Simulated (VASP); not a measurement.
Input of a VASP 6.6.1 run:

File INCAR:

```
SYSTEM = Cs
ALGO = Normal ; EDIFF = 1E-6
EDIFFG = -0.005 ; ENCUT = 600
GGA = PE ; IBRION = 2
ISIF = 3 ; ISMEAR = -1
LASPH = .True. ; LCHARG = .False.
LREAL = .False. ; LWAVE = .False.
NELM = 80 ; NSW = 100
PREC = Accurate ; SIGMA = 0.05
```

KPOINTS

```
k-points
0
Gamma
  11 11 11
  0 0 0
```

The input POSCAR:

```
Cs
1.0
    0.0000000000      3.2195088072      3.2195088072
    3.2195088072      0.0000000000      3.2195088072
    3.2195088072      3.2195088072      0.0000000000
Cs
2
Direct
    0.0000000000      0.0000000000      0.0000000000
    0.2500000000      0.2500000000      0.2500000000
```

Potentials or basis: VASP PAW PBE potentials, release 64 (Cs_sv).

Command:

```bash
$ cat potpaw_PBE.64/Cs_sv/POTCAR > POTCAR
$ mpirun -np 1 vasp_std > vasp.out
```

Task: What does it give for the relaxed volume?

Result: 167.12 Å³/atom.

Task: What does it give for the space group after relaxing (to 0.1 Å)?

Result: Fd-3m (No. 227).

Task: What does it give for the relaxed cell?

Result: a = 7.790 Å, b = 7.790 Å, c = 7.790 Å, α = 60.00°, β = 60.00°, γ = 60.00°.

Final structure:
```
CELL_PARAMETERS angstrom
0.00000 5.50815 5.50815
5.50815 0.00000 5.50815
5.50815 5.50815 0.00000
ATOMIC_POSITIONS crystal
Cs 0.00000 0.00000 0.00000
Cs 0.25000 0.25000 0.25000
```

Caveat: the volume moved by over 15 % at a fixed basis, so the end points are rough.
